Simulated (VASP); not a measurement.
Wanted: the native input for a VASP 6.6.1 run.

- Task: single point
- Functional: LDA
- Potentials or basis: VASP PAW LDA potentials, release 64 (La, Sb)
- Cutoff: 500 eV
- k mesh: 6 × 6 × 6
- Occupations: gaussian, width 0.1 eV
- Spin: no spin polarisation
- Dipole correction: no
- Further INCAR settings: ALGO = Normal; EDIFF = 1e-06; NBANDS = 15

The structure of LaSb lies in POSCAR:

```
LaSb
1.0
    0.0000000000      3.2450000000      3.2450000000
    3.2450000000      0.0000000000      3.2450000000
    3.2450000000      3.2450000000      0.0000000000
La Sb
1 1
Direct
    0.0000000000      0.0000000000      0.0000000000
    0.5000000000      0.5000000000      0.5000000000
```

The input as run:

INCAR

```
SYSTEM = LaSb
ALGO = Normal
EDIFF = 1E-6
ENCUT = 500
GGA_COMPAT = .FALSE.
ISIF = 2
ISMEAR = 0
LASPH = .TRUE.
LCHARG = .FALSE.
LMAXMIX = 6
LREAL = .FALSE.
LWAVE = .FALSE.
NBANDS = 15
NELM = 200
PREC = Accurate
SIGMA = 0.1
```

KPOINTS

```
k-points
0
G
  6 6 6
  0 0 0
```

Potentials or basis: VASP PAW LDA potentials, release 64 (La, Sb).

The run is started by

```console
$ cat potpaw_LDA.64/La/POTCAR potpaw_LDA.64/Sb/POTCAR > POTCAR
$ mpirun -np 1 vasp_std > vasp.out
```

It gave:

| Property | Result |
| --- | --- |
| Pressure | -2.2 GPa |
| Band gap on the k mesh | zero (bands 8 and 9 overlap by 0.46 eV) |

Caveat: spin-orbit coupling is left out, which moves the levels of the heavy elements.

Wall time 11 s on 1 thread of AMD EPYC 9R45 (Zen 5), with other jobs on the host, peak memory 0.15 GiB.
